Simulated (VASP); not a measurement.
Input of a VASP 6.6.1 run:

The input INCAR:

```
PREC = Accurate
ENCUT = 520
EDIFF = 1E-7
ISMEAR = -1
SIGMA = 0.02
LREAL = F
LASPH = T
NELM = 80
ALGO = Normal
ISIF = 2
LWAVE = F
LCHARG = F
GGA = PS
NBANDS = 20
```

The input KPOINTS:

```
Automatic mesh
0
Gamma
  6 6 6
```

The input POSCAR:

```
SnSe2
1.0
    1.8950116506      1.0940854866      6.0269119705
   -1.8950116506      1.0940854866      6.0269119705
    0.0000000000     -2.1881709732      6.0269119705
Sn Se
1 2
Direct
   -0.0002292479     -0.0002292479     -0.0002292479
    0.4278747020      0.4278747020      0.4278747020
    0.2390212128      0.2390212128      0.2390212128
```

Potentials or basis: VASP PAW PBE potentials, release 64 (Sn_d, Se).

Run with:

```bash
$ cat potpaw_PBE.64/Sn_d/POTCAR potpaw_PBE.64/Se/POTCAR > POTCAR
$ mpirun -np 1 vasp_std > vasp.out
```

(1) Estimate the largest force.

(2) Predict the pressure.

(3) Predict the band gap on the k mesh.

Results:

(1) 0.244 eV/Å.

(2) -0.3 GPa.

(3) zero (bands 13 and 14 overlap by 0.76 eV).

Caveat: semilocal functionals underestimate gaps, so a narrow gap can read as zero; the PAW data sets were made with another functional, which shifts forces and pressure a little; spin-orbit coupling is left out, which moves the levels of the heavy elements.
